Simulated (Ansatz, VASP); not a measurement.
**Sr2ZnPd6W in VASP and in Ansatz**

```xyz
10
Lattice="0.0000 4.4357 4.4357 4.4357 0.0000 4.4357 4.4357 4.4357 0.0000" Properties=species:S:1:pos:R:3 pbc="T T T"
Zn    4.4357    4.4357    4.4357
W     0.0000    0.0000    0.0000
Pd    2.2697    4.4357    4.4357
Pd    4.4357    2.2697    4.4357
Pd    6.6017    4.4357    4.4357
Pd    4.4357    6.6017    4.4357
Pd    4.4357    4.4357    2.2697
Pd    4.4357    4.4357    6.6017
Sr    2.2178    2.2178    2.2178
Sr    6.6535    6.6535    6.6535
```

Alike in both runs: functional r2SCAN; k mesh 7 × 7 × 7; occupations fermi-dirac, width 0.0392 eV; no spin polarisation.

Ansatz relaxed the structure, and its values are those at the end. VASP's run is a single point on that final structure, the one shown.

```csv
,VASP,Ansatz
version,VASP 6.6.1,Ansatz 0.2.0
potentials or method,"VASP PAW PBE potentials, release 64 (Zn, W_sv, Pd, Sr_sv), cutoff 520 eV",PAW plane waves
valence electrons in the cell,106,154
```

VASP gave:

| Quantity | Value |
| --- | --- |
| rms of the force components (eV/Å) | 0.056 |

Problem. Estimate Ansatz's values.

Solution. rms of the force components (eV/Å): 0.000.

VASP's potentials were made for PBE, not for r2SCAN. VASP's potentials hold 106 valence electrons a cell and Ansatz's 154, so a difference there can come from the potentials and not from the codes. Ansatz's warnings: stress scf threshold loose.

Spin-orbit coupling is off throughout.
